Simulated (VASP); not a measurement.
# NaSnF3 (P4/mmm) in VASP: single point with r2SCAN

Aim: the single point of NaSnF3 with r2SCAN.

All numbers are computed with VASP 6.6.1; they aren't measurements. Logs are shortened: lines on timing, memory, paths and dates and some standing lists are left out, and cuts for length are marked.

**1. The cell of the first run**

Symmetry: P4/mmm, No. 123, tetragonal system. The conventional cell has a = 4.772 Å, b = 4.772 Å, c = 4.579 Å, α = 90.00°, β = 90.00°, γ = 90.00°. Na (site symmetry 4/mmm) has 12 F at 3.31 to 3.37 Å and 8 Sn at 4.08 Å within 4.3 Å. Sn (site symmetry 4/mmm) has 6 F at 2.29 to 2.39 Å within 3.0 Å. Within 3.0 Å of F (site symmetry 4/mmm) lie 2 Sn at 2.29 Å. Within 3.2 Å of F (site symmetry mmm) lie 2 Sn at 2.39 Å.

**2. Single point, r2SCAN (epitaxial xy strain +3.0%)**

The input, POSCAR:

```
NaSnF3
1.0
    4.7716983235      0.0000000000      0.0000000000
    0.0000000000      4.7716983235      0.0000000000
    0.0000000000      0.0000000000      4.5793676774
Na Sn F
1 1 3
Direct
    0.0000000000      0.0000000000      0.0000000000
    0.5000000000      0.5000000000      0.5000000000
    0.5000000000      0.5000000000      0.0000000000
    0.5000000000      0.0000000000      0.5000000000
    0.0000000000      0.5000000000      0.5000000000
```

The input, INCAR.step1:

```
SYSTEM = NaSnF3
ALGO     = Normal         ! electronic algorithm
EDIFF    = 1E-4           ! SCF threshold, eV
ENCUT    = 520            ! plane-wave cutoff, eV
GGA      = PE             ! functional
ISMEAR   = 0              ! smearing method
LASPH    = .TRUE.         ! aspherical terms in the spheres
LCHARG   = .FALSE.        ! write CHGCAR
LREAL    = .FALSE.        ! projectors in reciprocal space
LWAVE    = .TRUE.         ! write WAVECAR
NBANDS   = 29             ! bands
NELM     = 80             ! most SCF steps
PREC     = Accurate       ! precision mode
SIGMA    = 0.01           ! smearing width, eV
```

The input, INCAR.step2:

```
SYSTEM = NaSnF3
ALGO     = Normal         ! electronic algorithm
EDIFF    = 1E-6           ! SCF threshold, eV
ENCUT    = 520            ! plane-wave cutoff, eV
ISIF     = 2              ! what is computed and relaxed
ISMEAR   = 0              ! smearing method
ISTART   = 1            
LASPH    = .TRUE.         ! aspherical terms in the spheres
LCHARG   = .FALSE.        ! write CHGCAR
LMIXTAU  = .TRUE.       
LREAL    = .FALSE.        ! projectors in reciprocal space
LWAVE    = .FALSE.        ! write WAVECAR
METAGGA  = R2SCAN         ! meta-GGA
NBANDS   = 29             ! bands
NELM     = 80             ! most SCF steps
PREC     = Accurate       ! precision mode
SIGMA    = 0.01           ! smearing width, eV
```

The input, KPOINTS:

```
k-points
0
G
  6 6 6
  0 0 0
```

Potentials or basis: VASP PAW PBE potentials, release 64 (Na_pv, Sn_d, F).

Command:

```console
> cat potpaw_PBE.64/Na_pv/POTCAR potpaw_PBE.64/Sn_d/POTCAR potpaw_PBE.64/F/POTCAR > POTCAR
> cp INCAR.step1 INCAR
> mpirun -np 1 vasp_std > vasp.out
> cp INCAR.step2 INCAR
> mpirun -np 1 vasp_std > vasp.out
```

OUTCAR:

```text
SYSTEM = NaSnF3
   EDIFF = 1E-6
   ENCUT = 520
   ISIF = 2
   ISMEAR = 0
   ISTART = 1
   LASPH = .TRUE.
   LREAL = .FALSE.
   METAGGA = R2SCAN
   NELM = 80
   PREC = Accurate

 ion  position               nearest neighbor table
   1  0.000  0.000  0.000-
   2  0.500  0.500  0.500-   3 2.29   3 2.29   5 2.39   4 2.39   4 2.39   5 2.39
   3  0.500  0.500  0.000-   2 2.29   2 2.29
   4  0.500  0.000  0.500-   2 2.39   2 2.39
   5  0.000  0.500  0.500-   2 2.39   2 2.39

  LATTYP: Found a simple tetragonal cell.
 ALAT       =     4.7716983235
 C/A-ratio  =     0.9596934607

  Lattice vectors:

 A1 = (   4.7716983235,   0.0000000000,   0.0000000000)
 A2 = (   0.0000000000,   4.7716983235,   0.0000000000)
 A3 = (   0.0000000000,   0.0000000000,   4.5793676774)

Analysis of symmetry for initial positions (statically):
=====================================================================
 Subroutine PRICEL returns:
 Original cell was already a primitive cell.

 Routine SETGRP: Setting up the symmetry group for a
 simple tetragonal supercell.

 Subroutine GETGRP returns: Found 16 space group operations
 (whereof 16 operations were pure point group operations)
 out of a pool of 16 trial point group operations.

The static configuration has the point symmetry D_4h.

Analysis of symmetry for dynamics (positions and initial velocities):
=====================================================================
 Subroutine PRICEL returns:
 Original cell was already a primitive cell.

 Routine SETGRP: Setting up the symmetry group for a
 simple tetragonal supercell.

 Subroutine GETGRP returns: Found 16 space group operations
 (whereof 16 operations were pure point group operations)
 out of a pool of 16 trial point group operations.

The dynamic configuration has the point symmetry D_4h.

 Subroutine INISYM returns: Found 16 space group operations
 (whereof 16 operations are pure point group operations),
 and found     1 'primitive' translations

----------------------------------------------------------------------------------------

                                     Primitive cell

[... 92 lines left out ...]
   LSORBIT =      F    spin-orbit coupling
   LASPH  =      T    aspherical Exc in radial PAW
   ENCUT  =  520.0 eV  38.22 Ry    6.18 a.u.   8.87  8.87  8.51*2*pi/ulx,y,z
   NELM   =     80;   NELMIN=  2; NELMDL=  0     # of ELM steps
   EDIFF  = 0.1E-05   stopping-criterion for ELM
   LREAL  =      F    real-space projection
   EDIFFG = 0.1E-04   stopping-criterion for IOM
   NSW    =      0    number of steps for IOM
   IBRION =     -1    ionic relax: 0-MD 1-quasi-New 2-CG
   NFREE  =      0    steps in history (QN), initial steepest desc. (CG)
   ISIF   =      2    stress and relaxation
   ISYM   =      2    0-nonsym 1-usesym 2-fastsym
   POTIM  = 0.5000    time-step for ionic-motion
   TEBEG  =    0.0;   TEEND  =   0.0 temperature during run
   PSTRESS=    0.0 pullay stress
   NELECT =      42.0000    total number of electrons
   NUPDOWN=      -1.0000    fix difference up-down
   EMIN   =  10.00;   EMAX   =-10.00  energy-range for DOS
   EFERMI =   0.00;   METHOD = LEGACY
   ISMEAR =     0;   SIGMA  =   0.01  broadening in eV -4-tet -1-fermi 0-gaus
   EFERMI_NEDOS =   21; number of points for ismear=-14 and -15
   IALGO  =     38    algorithm
   IMIX   =      4    mixing-type and parameters
     AMIX     =   0.40;   BMIX     =  1.00
     AMIX_MAG =   1.60;   BMIX_MAG =  1.00
  volume/ion in A,a.u.               =      20.85       140.73
  Fermi-wavevector in a.u.,A,eV,Ry     =   1.209040  2.284755 19.888703  1.461778
  Thomas-Fermi vector in A             =   2.344630
   LORBIT       =      0    0 simple, 1 ext, 2 COOP (PROOUT), +10 PAW based schemes
   METAGGA = R2SCAN    functional components
   LHFCALC =     F    Hartree Fock is set to
   AEXX    =    0.0000 exact exchange contribution
   IVDW    =     0    specifies the selected vdW correction
   LEPSILON=     F    determine dielectric tensor
   LRPA    =     F    only Hartree local field effects (RPA)
 non-spin polarized calculation
 Gauss-broadening in eV      SIGMA  =   0.01
  energy-cutoff  :      520.00
  volume of cell :      104.27
 maximum number of plane-waves:      2826
 NGX is ok and might be reduce to    36
   NGX = 17   NGY = 17   NGZ = 17

 number of electron      41.9999981 magnetization

 Free energy of the ion-electron system (eV)
  ---------------------------------------------------
  ext. energy  EPLUGINS =         0.00000000
  ---------------------------------------------------
  free energy    TOTEN  =       -48.95455063 eV

  energy without entropy =      -48.95455063  energy(sigma->0) =      -48.95455063

 E-fermi :   2.7415     XC(G=0):  -8.1060

 val. band max:        2.5924385082   @ k =   0.5000   0.5000   0.5000
 cond. band min:       3.9213209350   @ k =   0.5000   0.0000   0.0000
 fundamental gap:      1.3288824268
 Fermi energy:         2.7415159094

 k-point     1 :       0.0000    0.0000    0.0000
  band No.  band energies     occupation
      1     -24.6910      2.00000
      2     -24.6910      2.00000
      3     -24.6891      2.00000
      4     -23.2688      2.00000
      5     -22.8525      2.00000
      6     -22.8203      2.00000
[... 757 lines left out ...]
     28       9.8001      0.00000
     29      11.8568      0.00000

 [... further k-points ...]

------------------------ aborting loop because EDIFF is reached ----------------------------------------

  FORCE on cell =-STRESS in cart. coord.  units (eV):
  Direction    XX          YY          ZZ          XY          YZ          ZX
  --------------------------------------------------------------------------------------
  -------------------------------------------------------------------------------------
  Total       -1.7907230     -1.7907230      0.0454034      0.0000000      0.0000000      0.0000000
  in kB      -27.5161409    -27.5161409      0.6976663      0.0000000      0.0000000      0.0000000
  external PRESSURE =     -18.1115385 kB  Pullay stress =       0.0000000 kB

 VOLUME and BASIS-vectors are now :
 -----------------------------------------------------------------------------
  energy-cutoff  :      520.00
  volume of cell :      104.27
      direct lattice vectors                 reciprocal lattice vectors
     4.771698323  0.000000000  0.000000000     0.209568990  0.000000000  0.000000000
     0.000000000  4.771698323  0.000000000     0.000000000  0.209568990  0.000000000
     0.000000000  0.000000000  4.579367677     0.000000000  0.000000000  0.218370760

 POSITION                                       TOTAL-FORCE (eV/Angst)
 -----------------------------------------------------------------------------------
      0.00000      0.00000      0.00000         0.000000      0.000000      0.000000
      2.38585      2.38585      2.28968         0.000000      0.000000      0.000000
      2.38585      2.38585      0.00000         0.000000      0.000000      0.000000
      2.38585      0.00000      2.28968         0.000000      0.000000      0.000000
      0.00000      2.38585      2.28968         0.000000      0.000000      0.000000
 -----------------------------------------------------------------------------------
    total drift:                                0.000000      0.000000      0.000000

  FREE ENERGIE OF THE ION-ELECTRON SYSTEM (eV)
  ---------------------------------------------------
  free  energy   TOTEN  =       -48.9545506266 eV

  energy  without entropy=      -48.9545506266  energy(sigma->0) =      -48.95455063
```

OUTCAR.step1:

```text
SYSTEM = NaSnF3
   EDIFF = 1E-4
   ENCUT = 520
   GGA = PE
   ISMEAR = 0
[... 1002 lines left out ...]
      2.38585      2.38585      2.28968         0.000000      0.000000      0.000000
      2.38585      2.38585      0.00000         0.000000      0.000000      0.000000
      2.38585      0.00000      2.28968         0.000000      0.000000      0.000000
      0.00000      2.38585      2.28968         0.000000      0.000000      0.000000
 -----------------------------------------------------------------------------------
    total drift:                                0.000000      0.000000      0.000000

  FREE ENERGIE OF THE ION-ELECTRON SYSTEM (eV)
  ---------------------------------------------------
  free  energy   TOTEN  =       -21.6456714793 eV

  energy  without entropy=      -21.6456714793  energy(sigma->0) =      -21.64567148
```

Run time: 7.2 min. Hardware: 1 thread of Intel Xeon 8259CL, shared host; peak memory 0.29 GiB.

What came out:

| Quantity | Value |
| --- | --- |
| Free energy | -48.9546 eV |
| Pressure | -1.8 GPa |
| Band gap on the k mesh | 1.33 eV, indirect (least direct gap 2.16 eV) |

Caveat: the cell differs from its parent crystal (epitaxial xy strain +3.0%); the PAW data sets were made with another functional, which shifts forces and pressure a little; spin-orbit coupling is left out, which moves the levels of the heavy elements.
